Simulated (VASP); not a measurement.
Write the native input for VASP 6.6.1 that does the following.

| Property | Result |
| --- | --- |
| Task | single point |
| Functional | PBE |
| Potentials or basis | VASP PAW PBE potentials, release 64 (C) |
| Cutoff | 520 eV |
| k mesh | 6 × 6 × 6 |
| Occupations | gaussian, width 0.05 eV |
| Spin | no spin polarisation |
| Dipole correction | no |
| Further INCAR settings | ALGO = Normal; EDIFF = 1e-06; NBANDS = 26 |

The structure of C lies in POSCAR:

```
C
1.0
    3.5714750638      0.0000000000      0.0000000000
    0.0000000000     -3.5714750638      0.0000000000
    0.0000000000      0.0000000000     -3.5714750638
C
8
Direct
    0.5000000000      0.0000000000     -0.0174997722
    0.0000000000      0.5000000000      0.0000000000
    0.0000000000      0.0000000000      0.5000000000
    0.5000000000      0.5000000000      0.5000000000
    0.7500000000      0.7500000000      0.7500000000
    0.2500000000      0.2500000000      0.7500000000
    0.2500000000      0.7500000000      0.2500000000
    0.7500000000      0.2500000000      0.2500000000
```

This cell differs from its parent crystal: atom 1 (C) moved +0.062 Å along Cartesian [0 0 1].

One way to write it, as run:

INCAR

```
ALGO = Normal ; EDIFF = 1E-6
ENCUT = 520 ; GGA = PE
ISIF = 2 ; ISMEAR = 0
LASPH = True ; LCHARG = False
LREAL = False ; LWAVE = False
NBANDS = 26 ; NELM = 100
PREC = Accurate ; SIGMA = 0.05
```

KPOINTS

```
k-points
0
Gamma
  6 6 6
```

Potentials or basis: VASP PAW PBE potentials, release 64 (C).

Run with:

```sh
$ cat potpaw_PBE.64/C/POTCAR > POTCAR
$ mpirun -np 1 vasp_std > vasp.out
```

Results of the run:

| Quantity | Value |
| --- | --- |
| Pressure | 1.1 GPa |
| Largest force | 2.750 eV/Å |
| Band gap on the k mesh | 3.88 eV |

Caveat: the cell differs from its parent crystal (atom 1 (C) moved +0.062 Å along Cartesian [0 0 1]); forces of over 1 eV/Å act on the atoms, so gaps and moduli don't describe the material at rest.

Run time: 22 s on 1 thread of Intel(R) Xeon(R) 6975P-C (Granite Rapids), on a shared host, peak memory 0.17 GiB.
